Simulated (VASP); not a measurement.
Runs of VASP 6.6.1 on Pt. The structure is that of space group Fm-3m (No. 225), or close to it. The cells are those of the table. 

```csv
cell,gap on the mesh (eV),pressure (GPa)
"a = 2.717 Å, angles 60.0°, 1 atom",none,14.6
"a = 2.801 Å, angles 60.0°, 1 atom",none,-13.2
"a = 2.828 Å, angles 60.0°, 1 atom",none,(b)
"a = 2.773 Å, angles 60.0°, 1 atom",none,(a)
"a = 2.745 Å, angles 60.0°, 1 atom",none,3.5
```

Alike in all rows: task single point; level LDA; potentials or basis VASP PAW LDA potentials, release 64 (Pt); no spin polarisation; k mesh 13 × 13 × 13; cutoff (eV) 520; smearing methfessel-paxton 0.15 eV.

Q: Fill in the values left out.

A: (a) -5.7; (b) -19.4.

Caveats: spin-orbit coupling is left out, which moves the levels of the heavy elements.

A k mesh can miss the band edges, and the runs leave out spin-orbit coupling on Pt.

A gap of «none» marks levels without a gap at the run's occupations.
